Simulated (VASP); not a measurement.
# NaI (I4/mmm) in VASP: settings compared

Aim: see how the results for NaI move with the level of theory and the settings. Levels: PBE, r2SCAN. Tasks: single point.

Everything below comes from runs of VASP 6.6.1. Logs are shortened: lines on timing, memory, paths and dates and some standing lists are left out, and cuts for length are marked.

**1. The cell of the first run**

Symmetry: I4/mmm, No. 139, tetragonal system. Conventional cell: a = 4.659 Å, b = 4.659 Å, c = 6.406 Å, α = 90.00°, β = 90.00°, γ = 90.00°. Na (site symmetry 4/mmm) has 6 I at 3.20 to 3.29 Å within 4.2 Å. Within 4.2 Å of I (site symmetry 4/mmm) lie 6 Na at 3.20 to 3.29 Å.

**2. Single point, PBE (epitaxial xy strain +2.0%)**

Input file INCAR:

```
PREC = Accurate ; ENCUT = 520
EDIFF = 1E-7 ; ISMEAR = -1
SIGMA = 0.02 ; LREAL = False
LASPH = True ; NELM = 100
ALGO = Normal ; ISIF = 2
LWAVE = False ; LCHARG = False
GGA = PE ; NBANDS = 14
```

Input file KPOINTS:

```
regular mesh
0
Gamma
  8 8 8
```

Input file POSCAR:

```
NaI
1.0
    0.0000000000      3.2943149593      3.2028787097
    3.2943149593      0.0000000000      3.2028787097
    3.2943149593      3.2943149593      0.0000000000
Na I
1 1
Direct
    0.0000000000      0.0000000000      0.0000000000
    0.5000000000      0.5000000000      0.5000000000
```

Potentials or basis: VASP PAW PBE potentials, release 64 (Na_pv, I).

Command:

```bash
$ cat potpaw_PBE.64/Na_pv/POTCAR potpaw_PBE.64/I/POTCAR > POTCAR
$ mpirun -np 1 vasp_std > vasp.out
```

OUTCAR:

```text
PREC = Accurate
   ENCUT = 520
   EDIFF = 1E-7
   ISMEAR = -1
   LREAL = False
   LASPH = True
   NELM = 100
   ISIF = 2
   GGA = PE

 ion  position               nearest neighbor table
   1  0.000  0.000  0.000-
   2  0.500  0.500  0.500-

  LATTYP: Found a body centered tetragonal cell.
 ALAT       =     4.6588648942
 C/A-ratio  =     1.3749609755

  Lattice vectors:

 A1 = (   0.0000000000,  -3.2943149593,  -3.2028787097)
 A2 = (   0.0000000000,   3.2943149593,  -3.2028787097)
 A3 = (   3.2943149593,   0.0000000000,   3.2028787097)

Analysis of symmetry for initial positions (statically):
=====================================================================
 Subroutine PRICEL returns:
 Original cell was already a primitive cell.

 Routine SETGRP: Setting up the symmetry group for a
 body centered tetragonal supercell.

 Subroutine GETGRP returns: Found 16 space group operations
 (whereof 16 operations were pure point group operations)
 out of a pool of 16 trial point group operations.

The static configuration has the point symmetry D_4h.

Analysis of symmetry for dynamics (positions and initial velocities):
=====================================================================
 Subroutine PRICEL returns:
 Original cell was already a primitive cell.

 Routine SETGRP: Setting up the symmetry group for a
 body centered tetragonal supercell.

 Subroutine GETGRP returns: Found 16 space group operations
 (whereof 16 operations were pure point group operations)
 out of a pool of 16 trial point group operations.

The dynamic configuration has the point symmetry D_4h.

 Subroutine INISYM returns: Found 16 space group operations
 (whereof 16 operations are pure point group operations),
 and found     1 'primitive' translations

----------------------------------------------------------------------------------------

                                     Primitive cell

  volume of cell :      69.5186

  direct lattice vectors                    reciprocal lattice vectors
     0.000000000  3.294314959  3.202878710    -0.151776623  0.151776623  0.156109564
     3.294314959  0.000000000  3.202878710     0.151776623 -0.151776623  0.156109564
     3.294314959  3.294314959  0.000000000     0.151776623  0.151776623 -0.156109564

  length of vectors
     4.594664632  4.594664632  4.658864894     0.265410028  0.265410028  0.265410028

  position of ions in fractional coordinates (direct lattice)
     0.000000000  0.000000000  0.000000000
     0.500000000  0.500000000  0.500000000

  ion indices of the primitive-cell ions
   primitive index   ion index
                 1           1
                 2           2

----------------------------------------------------------------------------------------

 KPOINTS: regular mesh

Automatic generation of k-mesh.
 Grid dimensions read from file:
 generate k-points for:    8    8    8

 Generating k-lattice:

  Cartesian coordinates                     Fractional coordinates (reciprocal lattice)
    -0.018972078  0.018972078  0.019513696     0.125000000  0.000000000  0.000000000
     0.018972078 -0.018972078  0.019513696     0.000000000  0.125000000  0.000000000
     0.018972078  0.018972078 -0.019513696     0.000000000  0.000000000  0.125000000

  Length of vectors
     0.033176253  0.033176253  0.033176253

  Shift w.r.t. Gamma in fractional coordinates (k-lattice)
     0.000000000  0.000000000  0.000000000

 Subroutine IBZKPT returns following result:
 ===========================================

 Found     59 irreducible k-points:

 Following reciprocal coordinates:
            Coordinates               Weight
  0.000000  0.000000  0.000000      1.000000
  0.125000 -0.000000  0.000000      8.000000
  0.250000 -0.000000  0.000000      8.000000
  0.375000 -0.000000  0.000000      8.000000
  0.500000 -0.000000  0.000000      4.000000
  0.125000  0.125000  0.000000      2.000000
[... 16 lines left out ...]
  0.250000 -0.000000  0.125000     16.000000
  0.375000 -0.000000  0.125000     16.000000
 [... further k-points ...]
   k-points           NKPTS =     59   k-points in BZ     NKDIM =     59   number of bands    NBANDS=     14
   number of dos      NEDOS =    301   number of ions     NIONS =      2
   total plane-waves  NPLWV =  46656
   dimension x,y,z NGX =    36 NGY =   36 NGZ =   36
   dimension x,y,z NGXF=    72 NGYF=   72 NGZF=   72
   ions per type =               1   1
   NGX,Y,Z   is equivalent  to a cutoff of  13.03, 13.03, 12.85 a.u.
   NGXF,Y,Z  is equivalent  to a cutoff of  26.05, 26.05, 25.69 a.u.
 SYSTEM =  unknown system
   PREC   = accura    normal or accurate (medium, high low for compatibility)
   ISTART =      0    job   : 0-new  1-cont  2-samecut
   ICHARG =      2    charge: 1-file 2-atom 10-const
   ISPIN  =      1    spin polarized calculation?
   LNONCOLLINEAR =      F non collinear calculations
   LSORBIT =      F    spin-orbit coupling
   LASPH  =      T    aspherical Exc in radial PAW
   ENCUT  =  520.0 eV  38.22 Ry    6.18 a.u.   8.54  8.54  8.66*2*pi/ulx,y,z
   NELM   =    100;   NELMIN=  2; NELMDL= -5     # of ELM steps
   EDIFF  = 0.1E-06   stopping-criterion for ELM
   LREAL  =      F    real-space projection
   EDIFFG = 0.1E-05   stopping-criterion for IOM
   NSW    =      0    number of steps for IOM
   IBRION =     -1    ionic relax: 0-MD 1-quasi-New 2-CG
   NFREE  =      0    steps in history (QN), initial steepest desc. (CG)
   ISIF   =      2    stress and relaxation
   ISYM   =      2    0-nonsym 1-usesym 2-fastsym
   POTIM  = 0.5000    time-step for ionic-motion
   TEBEG  =    0.0;   TEEND  =   0.0 temperature during run
   PSTRESS=    0.0 pullay stress
   NELECT =      14.0000    total number of electrons
   NUPDOWN=      -1.0000    fix difference up-down
   EMIN   =  10.00;   EMAX   =-10.00  energy-range for DOS
   EFERMI =   0.00;   METHOD = LEGACY
   ISMEAR =    -1;   SIGMA  =   0.02  broadening in eV -4-tet -1-fermi 0-gaus
   EFERMI_NEDOS =   21; number of points for ismear=-14 and -15
   IALGO  =     38    algorithm
   IMIX   =      4    mixing-type and parameters
     AMIX     =   0.40;   BMIX     =  1.00
     AMIX_MAG =   1.60;   BMIX_MAG =  1.00
  volume/ion in A,a.u.               =      34.76       234.57
  Fermi-wavevector in a.u.,A,eV,Ry     =   0.959586  1.813355 12.528318  0.920805
  Thomas-Fermi vector in A             =   2.088795
   LORBIT       =      0    0 simple, 1 ext, 2 COOP (PROOUT), +10 PAW based schemes
   GGA     = PE    functional components
   LHFCALC =     F    Hartree Fock is set to
   AEXX    =    0.0000 exact exchange contribution
   IVDW    =     0    specifies the selected vdW correction
   LEPSILON=     F    determine dielectric tensor
   LRPA    =     F    only Hartree local field effects (RPA)
 non-spin polarized calculation
  energy-cutoff  :      520.00
  volume of cell :       69.52
 maximum number of plane-waves:      1891
 NGX is ok and might be reduce to    36
   NGX = 17   NGY = 17   NGZ = 17

 number of electron      13.9999994 magnetization

 Free energy of the ion-electron system (eV)
  ---------------------------------------------------
  ext. energy  EPLUGINS =         0.00000000
  ---------------------------------------------------
  free energy    TOTEN  =        -5.38496296 eV

  energy without entropy =       -5.38496296  energy(sigma->0) =       -5.38496296

 E-fermi :   1.1349     XC(G=0):  -7.6031

 val. band max:        0.6470714109   @ k =   0.0000   0.0000   0.0000
 cond. band min:       4.2123115596   @ k =   0.0000   0.0000   0.0000
 fundamental gap:      3.5652401486
 Fermi energy:         1.1349103697

 k-point     1 :       0.0000    0.0000    0.0000
  band No.  band energies     occupation
      1     -21.8344      2.00000
      2     -21.8344      2.00000
      3     -21.8317      2.00000
      4     -10.3207      2.00000
      5       0.6091      2.00000
      6       0.6471      2.00000
      7       0.6471      2.00000
      8       4.2123      0.00000
      9       8.5068      0.00000
     10       8.5068      0.00000
     11       8.6873      0.00000
     12      10.1897      0.00000
     13      10.4853      0.00000
     14      11.0564      0.00000

 k-point     2 :       0.1250   -0.0000    0.0000
  band No.  band energies     occupation
      1     -21.8349      2.00000
      2     -21.8345      2.00000
      3     -21.8320      2.00000
      4     -10.2807      2.00000
      5       0.1918      2.00000
      6       0.5867      2.00000
      7       0.5995      2.00000
      8       4.7197      0.00000
      9       8.1960      0.00000
     10       8.6404      0.00000
     11       8.7810      0.00000
     12       9.8032      0.00000
     13      10.0189      0.00000
     14      11.5085      0.00000

 k-point     3 :       0.2500   -0.0000    0.0000
  band No.  band energies     occupation
      1     -21.8362      2.00000
      2     -21.8346      2.00000
      3     -21.8323      2.00000
      4     -10.1806      2.00000
      5      -0.6051      2.00000
      6       0.4900      2.00000
      7       0.5015      2.00000
      8       5.4991      0.00000
      9       8.0806      0.00000
     10       8.4694      0.00000
     11       8.6944      0.00000
     12      10.1103      0.00000
     13      10.1510      0.00000
     14      10.9848      0.00000

 k-point     4 :       0.3750   -0.0000    0.0000
  band No.  band energies     occupation
      1     -21.8377      2.00000
      2     -21.8348      2.00000
      3     -21.8325      2.00000
      4     -10.0752      2.00000
      5      -1.2287      2.00000
      6       0.3875      2.00000
      7       0.4213      2.00000
      8       5.7277      0.00000
      9       8.0961      0.00000
     10       8.3134      0.00000
     11       8.7878      0.00000
     12      10.6780      0.00000
     13      11.3080      0.00000
     14      11.3507      0.00000

 k-point     5 :       0.5000   -0.0000    0.0000
  band No.  band energies     occupation
      1     -21.8383      2.00000
      2     -21.8348      2.00000
      3     -21.8326      2.00000
      4     -10.0297      2.00000
      5      -1.4588      2.00000
      6       0.3468      2.00000
      7       0.3893      2.00000
      8       5.7197      0.00000
      9       7.9527      0.00000
     10       8.1720      0.00000
     11       9.1833      0.00000
[... 276 lines left out ...]
 k-point    22 :       0.1250    0.0000    0.1250
  band No.  band energies     occupation
      1     -21.8350      2.00000
      2     -21.8346      2.00000
      3     -21.8319      2.00000
      4     -10.2694      2.00000
      5       0.2013      2.00000
      6       0.4868      2.00000
      7       0.5389      2.00000
      8       4.8813      0.00000
      9       7.8829      0.00000
     10       8.8827      0.00000
     11       8.9879      0.00000
     12       9.0353      0.00000
     13      10.5728      0.00000
     14      12.0888      0.00000

 k-point    23 :       0.2500   -0.0000    0.1250
  band No.  band energies     occupation
      1     -21.8359      2.00000
      2     -21.8347      2.00000
      3     -21.8323      2.00000
      4     -10.1914      2.00000
      5      -0.3899      2.00000
      6       0.3888      2.00000
      7       0.4278      2.00000
      8       5.6027      0.00000
      9       7.5913      0.00000
     10       8.2209      0.00000
     11       9.1047      0.00000
     12       9.5950      0.00000
     13      10.7131      0.00000
     14      12.0101      0.00000

 k-point    24 :       0.3750   -0.0000    0.1250
  band No.  band energies     occupation
      1     -21.8372      2.00000
      2     -21.8349      2.00000
      3     -21.8326      2.00000
      4     -10.0882      2.00000
      5      -1.0074      2.00000
      6       0.2628      2.00000
      7       0.3185      2.00000
      8       6.0469      0.00000
      9       7.6251      0.00000
     10       8.1522      0.00000
     11       8.7645      0.00000
     12      10.5993      0.00000
     13      11.6238      0.00000
     14      11.7098      0.00000

 [... further k-points ...]

------------------------ aborting loop because EDIFF is reached ----------------------------------------

  FORCE on cell =-STRESS in cart. coord.  units (eV):
  Direction    XX          YY          ZZ          XY          YZ          ZX
  --------------------------------------------------------------------------------------
  -------------------------------------------------------------------------------------
  Total       -0.0703452     -0.0703452      0.2117117      0.0000000      0.0000000     -0.0000000
  in kB       -1.6212288     -1.6212288      4.8792685      0.0000000      0.0000000     -0.0000000
  external PRESSURE =       0.5456036 kB  Pullay stress =       0.0000000 kB

 VOLUME and BASIS-vectors are now :
 -----------------------------------------------------------------------------
  energy-cutoff  :      520.00
  volume of cell :       69.52
      direct lattice vectors                 reciprocal lattice vectors
     0.000000000  3.294314959  3.202878710    -0.151776623  0.151776623  0.156109564
     3.294314959  0.000000000  3.202878710     0.151776623 -0.151776623  0.156109564
     3.294314959  3.294314959  0.000000000     0.151776623  0.151776623 -0.156109564

 POSITION                                       TOTAL-FORCE (eV/Angst)
 -----------------------------------------------------------------------------------
      0.00000      0.00000      0.00000         0.000000      0.000000      0.000000
      3.29431      3.29431      3.20288        -0.000000     -0.000000      0.000000
 -----------------------------------------------------------------------------------
    total drift:                                0.000000      0.000000      0.000000

  FREE ENERGIE OF THE ION-ELECTRON SYSTEM (eV)
  ---------------------------------------------------
  free  energy   TOTEN  =        -5.3849629593 eV

  energy  without entropy=       -5.3849629593  energy(sigma->0) =       -5.38496296
```

Run time: 24 s. Hardware: 1 thread of Intel Xeon 6975P-C (Granite Rapids), shared host; peak memory 0.23 GiB.

Results:

```
Free energy            : -5.3850 eV
Pressure               : 0.1 GPa
Band gap on the k mesh : 3.57 eV
```

Caveat: the cell differs from its parent crystal (epitaxial xy strain +2.0%); spin-orbit coupling is left out, which moves the levels of the heavy elements.

**3. Single point, r2SCAN (epitaxial xy strain +2.0%)**

POSCAR is that of step 2.

Input file INCAR.step1:

```
SYSTEM = NaI
  PREC = Accurate
  ENCUT = 520
  ISMEAR = 0
  SIGMA = 0.01
  LREAL = .FALSE.
  LASPH = .TRUE.
  NELM = 100
  NBANDS = 14
  GGA = PE
  ALGO = Normal
  EDIFF = 1E-4
  LWAVE = .TRUE.
  LCHARG = .FALSE.
```

Input file INCAR.step2:

```
SYSTEM = NaI
  PREC = Accurate
  ENCUT = 520
  EDIFF = 1E-6
  ISMEAR = 0
  SIGMA = 0.01
  LREAL = .FALSE.
  LASPH = .TRUE.
  NELM = 100
  ALGO = Normal
  ISIF = 2
  LWAVE = .FALSE.
  LCHARG = .FALSE.
  METAGGA = R2SCAN
  LMIXTAU = .TRUE.
  NBANDS = 14
  ISTART = 1
```

Input file KPOINTS:

```
Automatic mesh
0
G
  8 8 8
  0 0 0
```

Potentials or basis: VASP PAW PBE potentials, release 64 (Na_pv, I).

Command:

```bash
$ cat potpaw_PBE.64/Na_pv/POTCAR potpaw_PBE.64/I/POTCAR > POTCAR
$ cp INCAR.step1 INCAR
$ mpirun -np 1 vasp_std > vasp.out
$ cp INCAR.step2 INCAR
$ mpirun -np 1 vasp_std > vasp.out
```

Wall time 90 s (1 thread of Intel Xeon 6975P-C (Granite Rapids), shared host); peak memory 0.24 GiB.

The run converged. Its results:

```
Free energy            : -31.0786 eV
Pressure               : -0.5 GPa
Band gap on the k mesh : 4.35 eV
```

Stress tensor (GPa, compression positive):
```
-0.78  0.00  0.00
 0.00 -0.78  0.00
 0.00  0.00 -0.06
```

Levels at points of the mesh, in eV from the valence-band top:
```
           k point  band 5  band 6  band 7  band 8  band 9  band 10
(0.00, 0.00, 0.00)   -0.04    0.00    0.00    4.35    8.41     8.41
(0.50, 0.00, 0.00)   -2.11   -0.32   -0.27    5.67    7.93     8.16
(0.50, 0.50, 0.00)   -1.86   -0.78   -0.78    5.18    6.00    10.68
(0.50, 0.00, 0.50)   -1.87   -0.77   -0.66    5.21    6.08    10.48
```

Caveat: the cell differs from its parent crystal (epitaxial xy strain +2.0%); the PAW data sets were made with another functional, which shifts forces and pressure a little; spin-orbit coupling is left out, which moves the levels of the heavy elements. A k mesh can miss the band edges.
